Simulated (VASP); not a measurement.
# MgO2 (Pa-3) in VASP: further runs

Runs on MgO2. Level: r2SCAN. Tasks: single point.

All numbers are computed with VASP 6.6.1; they aren't measurements. Logs are shortened: lines on timing, memory, paths and dates and some standing lists are left out, and cuts for length are marked.

### Step 1. The cell of the first run

Symmetry: Pa-3, No. 205, cubic system. The conventional cell has a = 4.834 Å, b = 4.834 Å, c = 4.834 Å, α = 90.00°, β = 90.00°, γ = 90.00°. Mg (site symmetry -3) has 12 O at 2.08 to 2.91 Å within 3.0 Å. Within 2.1 Å of O (site symmetry 3) lie 1 O at 1.49 Å and 3 Mg at 2.08 Å.

### Step 2. Single point, r2SCAN

The input, POSCAR:

```
MgO2
1.0
    4.8341733752      0.0000000000      0.0000000000
    0.0000000000      4.8341733752      0.0000000000
    0.0000000000      0.0000000000      4.8341733752
Mg O
4 8
Direct
    0.0000000000      0.5000000000      0.5000000000
    0.5000000000      0.5000000000      0.0000000000
    0.5000000000      0.0000000000      0.5000000000
    0.0000000000      0.0000000000      0.0000000000
    0.4111698607      0.0888301393      0.9111698607
    0.0888301393      0.9111698607      0.4111698607
    0.9111698607      0.4111698607      0.0888301393
    0.5888301393      0.5888301393      0.5888301393
    0.4111698607      0.4111698607      0.4111698607
    0.0888301393      0.5888301393      0.9111698607
    0.9111698607      0.0888301393      0.5888301393
    0.5888301393      0.9111698607      0.0888301393
```

The input, INCAR.step1:

```
SYSTEM = MgO2
PREC = Accurate
ENCUT = 520
ISMEAR = 0
SIGMA = 0.02
LREAL = .False.
LASPH = .True.
NELM = 60
NBANDS = 40
GGA = PE
ALGO = Normal
EDIFF = 1E-4
LWAVE = .True.
LCHARG = .False.
```

The input, INCAR.step2:

```
SYSTEM = MgO2
PREC = Accurate
ENCUT = 520
EDIFF = 1E-6
ISMEAR = 0
SIGMA = 0.02
LREAL = .False.
LASPH = .True.
NELM = 60
ALGO = Normal
ISIF = 2
LWAVE = .False.
LCHARG = .False.
METAGGA = R2SCAN
LMIXTAU = .True.
NBANDS = 40
ISTART = 1
```

The input, KPOINTS:

```
regular mesh
0
Gamma
  6 6 6
  0 0 0
```

Potentials or basis: VASP PAW PBE potentials, release 64 (Mg, O).

Run with:

```bash
> cat potpaw_PBE.64/Mg/POTCAR potpaw_PBE.64/O/POTCAR > POTCAR
> cp INCAR.step1 INCAR
> mpirun -np 1 vasp_std > vasp.out
> cp INCAR.step2 INCAR
> mpirun -np 1 vasp_std > vasp.out
```

OUTCAR:

```text
SYSTEM = MgO2
   PREC = Accurate
   ENCUT = 520
   EDIFF = 1E-6
   ISMEAR = 0
   LREAL = .False.
   LASPH = .True.
   NELM = 60
   ISIF = 2
   METAGGA = R2SCAN
   ISTART = 1

 ion  position               nearest neighbor table
   1  0.000  0.500  0.500-   6 2.08   8 2.08   9 2.08  11 2.08  10 2.08   7 2.08   2 3.42   3 3.42
                             4 3.42   2 3.42   4 3.42   3 3.42   4 3.42   4 3.42   2 3.42   3 3.42
   2  0.500  0.500  0.000-   5 2.08   7 2.08  10 2.08  12 2.08   8 2.08   9 2.08   1 3.42   3 3.42
                             4 3.42   1 3.42   3 3.42   3 3.42   4 3.42   3 3.42   1 3.42   4 3.42
   3  0.500  0.000  0.500-   6 2.08   8 2.08   9 2.08  11 2.08   5 2.08  12 2.08   1 3.42   2 3.42
                             4 3.42   2 3.42   4 3.42   1 3.42   2 3.42   2 3.42   1 3.42   4 3.42
   4  0.000  0.000  0.000-   5 2.08   7 2.08  10 2.08  12 2.08  11 2.08   6 2.08   1 3.42   2 3.42
                             3 3.42   1 3.42   3 3.42   1 3.42   2 3.42   1 3.42   2 3.42   3 3.42
   5  0.411  0.089  0.911-  12 1.49   4 2.08   2 2.08   3 2.08
   6  0.089  0.911  0.411-  11 1.49   3 2.08   1 2.08   4 2.08
   7  0.911  0.411  0.089-  10 1.49   4 2.08   2 2.08   1 2.08
   8  0.589  0.589  0.589-   9 1.49   3 2.08   1 2.08   2 2.08
   9  0.411  0.411  0.411-   8 1.49   3 2.08   1 2.08   2 2.08
  10  0.089  0.589  0.911-   7 1.49   4 2.08   2 2.08   1 2.08
  11  0.911  0.089  0.589-   6 1.49   3 2.08   1 2.08   4 2.08
  12  0.589  0.911  0.089-   5 1.49   4 2.08   2 2.08   3 2.08

  LATTYP: Found a simple cubic cell.
 ALAT       =     4.8341733752

  Lattice vectors:

 A1 = (   4.8341733752,   0.0000000000,   0.0000000000)
 A2 = (   0.0000000000,   4.8341733752,   0.0000000000)
 A3 = (   0.0000000000,   0.0000000000,   4.8341733752)

Analysis of symmetry for initial positions (statically):
=====================================================================
 Subroutine PRICEL returns:
 Original cell was already a primitive cell.

 Routine SETGRP: Setting up the symmetry group for a
 simple cubic supercell.

 Subroutine GETGRP returns: Found 24 space group operations
 (whereof  6 operations were pure point group operations)
 out of a pool of 48 trial point group operations.

The static configuration has the point symmetry S_6 .
 The point group associated with its full space group is T_h .

Analysis of symmetry for dynamics (positions and initial velocities):
=====================================================================
 Subroutine PRICEL returns:
 Original cell was already a primitive cell.

 Routine SETGRP: Setting up the symmetry group for a
 simple cubic supercell.

 Subroutine GETGRP returns: Found 24 space group operations
 (whereof  6 operations were pure point group operations)
 out of a pool of 48 trial point group operations.

The dynamic configuration has the point symmetry S_6 .
 The point group associated with its full space group is T_h .

 Subroutine INISYM returns: Found 24 space group operations
 (whereof  6 operations are pure point group operations),
 and found     1 'primitive' translations

----------------------------------------------------------------------------------------

                                     Primitive cell

  volume of cell :     112.9709

  direct lattice vectors                    reciprocal lattice vectors
     4.834173375  0.000000000  0.000000000     0.206860599  0.000000000  0.000000000
     0.000000000  4.834173375  0.000000000     0.000000000  0.206860599  0.000000000
     0.000000000  0.000000000  4.834173375     0.000000000  0.000000000  0.206860599

  length of vectors
     4.834173375  4.834173375  4.834173375     0.206860599  0.206860599  0.206860599

  position of ions in fractional coordinates (direct lattice)
     0.000000000  0.500000000  0.500000000
     0.500000000  0.500000000  0.000000000
     0.500000000  0.000000000  0.500000000
     0.000000000  0.000000000  0.000000000
     0.411169861  0.088830139  0.911169861
     0.088830139  0.911169861  0.411169861
     0.911169861  0.411169861  0.088830139
     0.588830139  0.588830139  0.588830139
     0.411169861  0.411169861  0.411169861
     0.088830139  0.588830139  0.911169861
     0.911169861  0.088830139  0.588830139
     0.588830139  0.911169861  0.088830139

  ion indices of the primitive-cell ions
   primitive index   ion index
                 1           1
                 2           2
                 3           3
                 4           4
                 5           5
                 6           6
                 7           7
                 8           8
                 9           9
                10          10
                11          11
                12          12

----------------------------------------------------------------------------------------

 KPOINTS: regular mesh

Automatic generation of k-mesh.
 Grid dimensions read from file:
 generate k-points for:    6    6    6

 Generating k-lattice:

  Cartesian coordinates                     Fractional coordinates (reciprocal lattice)
     0.034476766  0.000000000  0.000000000     0.166666667  0.000000000  0.000000000
     0.000000000  0.034476766  0.000000000     0.000000000  0.166666667  0.000000000
     0.000000000  0.000000000  0.034476766     0.000000000  0.000000000  0.166666667

  Length of vectors
     0.034476766  0.034476766  0.034476766

  Shift w.r.t. Gamma in fractional coordinates (k-lattice)
     0.000000000  0.000000000  0.000000000

 Subroutine IBZKPT returns following result:
 ===========================================

 Found     24 irreducible k-points:

 Following reciprocal coordinates:
            Coordinates               Weight
  0.000000  0.000000  0.000000      1.000000
  0.166667  0.000000  0.000000      6.000000
  0.333333  0.000000  0.000000      6.000000
  0.500000  0.000000  0.000000      3.000000
  0.166667  0.166667  0.000000     12.000000
  0.333333  0.166667  0.000000     12.000000
[... 16 lines left out ...]
  0.500000  0.500000  0.333333      6.000000
  0.500000  0.500000  0.500000      1.000000
   k-points           NKPTS =     24   k-points in BZ     NKDIM =     24   number of bands    NBANDS=     40
   number of dos      NEDOS =    301   number of ions     NIONS =     12
   total plane-waves  NPLWV =  46656
   dimension x,y,z NGX =    36 NGY =   36 NGZ =   36
   dimension x,y,z NGXF=    72 NGYF=   72 NGZF=   72
   ions per type =               4   8
   NGX,Y,Z   is equivalent  to a cutoff of  12.38, 12.38, 12.38 a.u.
   NGXF,Y,Z  is equivalent  to a cutoff of  24.76, 24.76, 24.76 a.u.
 SYSTEM =  MgO2
   PREC   = accura    normal or accurate (medium, high low for compatibility)
   ISTART =      1    job   : 0-new  1-cont  2-samecut
   ICHARG =      0    charge: 1-file 2-atom 10-const
   ISPIN  =      1    spin polarized calculation?
   LNONCOLLINEAR =      F non collinear calculations
   LSORBIT =      F    spin-orbit coupling
   LASPH  =      T    aspherical Exc in radial PAW
   ENCUT  =  520.0 eV  38.22 Ry    6.18 a.u.   8.99  8.99  8.99*2*pi/ulx,y,z
   NELM   =     60;   NELMIN=  2; NELMDL=  0     # of ELM steps
   EDIFF  = 0.1E-05   stopping-criterion for ELM
   LREAL  =      F    real-space projection
   EDIFFG = 0.1E-04   stopping-criterion for IOM
   NSW    =      0    number of steps for IOM
   IBRION =     -1    ionic relax: 0-MD 1-quasi-New 2-CG
   NFREE  =      0    steps in history (QN), initial steepest desc. (CG)
   ISIF   =      2    stress and relaxation
   ISYM   =      2    0-nonsym 1-usesym 2-fastsym
   POTIM  = 0.5000    time-step for ionic-motion
   TEBEG  =    0.0;   TEEND  =   0.0 temperature during run
   PSTRESS=    0.0 pullay stress
   NELECT =      56.0000    total number of electrons
   NUPDOWN=      -1.0000    fix difference up-down
   EMIN   =  10.00;   EMAX   =-10.00  energy-range for DOS
   EFERMI =   0.00;   METHOD = LEGACY
   ISMEAR =     0;   SIGMA  =   0.02  broadening in eV -4-tet -1-fermi 0-gaus
   EFERMI_NEDOS =   21; number of points for ismear=-14 and -15
   IALGO  =     38    algorithm
   IMIX   =      4    mixing-type and parameters
     AMIX     =   0.40;   BMIX     =  1.00
     AMIX_MAG =   1.60;   BMIX_MAG =  1.00
  volume/ion in A,a.u.               =       9.41        63.53
  Fermi-wavevector in a.u.,A,eV,Ry     =   1.295633  2.448391 22.839617  1.678664
  Thomas-Fermi vector in A             =   2.427140
   LORBIT       =      0    0 simple, 1 ext, 2 COOP (PROOUT), +10 PAW based schemes
   METAGGA = R2SCAN    functional components
   LHFCALC =     F    Hartree Fock is set to
   AEXX    =    0.0000 exact exchange contribution
   IVDW    =     0    specifies the selected vdW correction
   LEPSILON=     F    determine dielectric tensor
   LRPA    =     F    only Hartree local field effects (RPA)
 non-spin polarized calculation
 Gauss-broadening in eV      SIGMA  =   0.02
  energy-cutoff  :      520.00
  volume of cell :      112.97
 maximum number of plane-waves:      3112
   NGX = 17   NGY = 17   NGZ = 17

 number of electron      56.0000092 magnetization

 Free energy of the ion-electron system (eV)
  ---------------------------------------------------
  ext. energy  EPLUGINS =         0.00000000
  ---------------------------------------------------
  free energy    TOTEN  =       -87.31748749 eV

  energy without entropy =      -87.31748749  energy(sigma->0) =      -87.31748749

 E-fermi :   2.6651     XC(G=0): -11.3459

 val. band max:        2.4839784523   @ k =   0.0000   0.0000   0.0000
 cond. band min:       7.1609499840   @ k =   0.3333   0.1667   0.1667
 fundamental gap:      4.6769715317
 Fermi energy:         2.6651090953

 k-point     1 :       0.0000    0.0000    0.0000
  band No.  band energies     occupation
      1     -19.7195      2.00000
      2     -18.9396      2.00000
      3     -18.9396      2.00000
      4     -18.9396      2.00000
      5     -13.0736      2.00000
      6     -13.0736      2.00000
[... 32 lines left out ...]
     39      15.2354      0.00000
[... 988 lines left out ...]
     39      14.8895      0.00000
     40      14.8895      0.00000

------------------------ aborting loop because EDIFF is reached ----------------------------------------

  FORCE on cell =-STRESS in cart. coord.  units (eV):
  Direction    XX          YY          ZZ          XY          YZ          ZX
  --------------------------------------------------------------------------------------
  -------------------------------------------------------------------------------------
  Total       -0.1962145     -0.1962145     -0.1962145      0.0000000      0.0000000     -0.0000000
  in kB       -2.7827553     -2.7827553     -2.7827553      0.0000000      0.0000000     -0.0000000
  external PRESSURE =      -2.7827553 kB  Pullay stress =       0.0000000 kB

 VOLUME and BASIS-vectors are now :
 -----------------------------------------------------------------------------
  energy-cutoff  :      520.00
  volume of cell :      112.97
      direct lattice vectors                 reciprocal lattice vectors
     4.834173375  0.000000000  0.000000000     0.206860599  0.000000000  0.000000000
     0.000000000  4.834173375  0.000000000     0.000000000  0.206860599  0.000000000
     0.000000000  0.000000000  4.834173375     0.000000000  0.000000000  0.206860599

 POSITION                                       TOTAL-FORCE (eV/Angst)
 -----------------------------------------------------------------------------------
      0.00000      2.41709      2.41709         0.000000      0.000000      0.000000
      2.41709      2.41709      0.00000         0.000000      0.000000      0.000000
      2.41709      0.00000      2.41709         0.000000      0.000000      0.000000
      0.00000      0.00000      0.00000         0.000000      0.000000      0.000000
      1.98767      0.42942      4.40475        -0.158157      0.158157     -0.158157
      0.42942      4.40475      1.98767         0.158157     -0.158157     -0.158157
      4.40475      1.98767      0.42942        -0.158157     -0.158157      0.158157
      2.84651      2.84651      2.84651         0.158157      0.158157      0.158157
      1.98767      1.98767      1.98767        -0.158157     -0.158157     -0.158157
      0.42942      2.84651      4.40475         0.158157      0.158157     -0.158157
      4.40475      0.42942      2.84651        -0.158157      0.158157      0.158157
      2.84651      4.40475      0.42942         0.158157     -0.158157      0.158157
 -----------------------------------------------------------------------------------
    total drift:                                0.000000      0.000000     -0.000000

  FREE ENERGIE OF THE ION-ELECTRON SYSTEM (eV)
  ---------------------------------------------------
  free  energy   TOTEN  =       -87.3174874926 eV

  energy  without entropy=      -87.3174874926  energy(sigma->0) =      -87.31748749
```

It took 3.9 min on 1 thread of AMD EPYC 9R45 (Zen 5), shared host; peak memory 0.23 GiB.

What came out:

```
Free energy            : -87.3175 eV
Pressure               : -0.3 GPa
Largest force          : 0.274 eV/Å
Band gap on the k mesh : 4.68 eV (least direct gap 4.81 eV)
```

Forces on the atoms (eV/Å):
```
Mg   0.000  0.000  0.000
Mg   0.000  0.000  0.000
Mg   0.000  0.000  0.000
Mg   0.000  0.000  0.000
O   -0.158  0.158 -0.158
O    0.158 -0.158 -0.158
O   -0.158 -0.158  0.158
O    0.158  0.158  0.158
O   -0.158 -0.158 -0.158
O    0.158  0.158 -0.158
O   -0.158  0.158  0.158
O    0.158 -0.158  0.158
```

Levels at points of the mesh, in eV from the valence-band top:
| k point | band 24 | band 25 | band 26 | band 27 | band 28 | band 29 | band 30 | band 31 | band 32 | band 33 |
| --- | --- | --- | --- | --- | --- | --- | --- | --- | --- | --- |
| (0.00, 0.00, 0.00) | -0.49 | -0.49 | -0.49 | 0.00 | 0.00 | 5.34 | 5.34 | 5.34 | 5.36 | 7.36 |
| (0.50, 0.00, 0.00) | -0.84 | -0.71 | -0.71 | -0.13 | -0.13 | 4.74 | 4.74 | 5.21 | 5.21 | 9.77 |
| (0.50, 0.50, 0.00) | -0.67 | -0.49 | -0.49 | -0.49 | -0.49 | 4.96 | 4.96 | 4.96 | 4.96 | 10.54 |
| (0.50, 0.50, 0.50) | -0.72 | -0.56 | -0.56 | -0.56 | -0.56 | 5.27 | 5.27 | 5.27 | 5.27 | 10.35 |

Caveat: the PAW data sets were made with another functional, which shifts forces and pressure a little. A k mesh can miss the band edges.

[end of part 1 of 2]
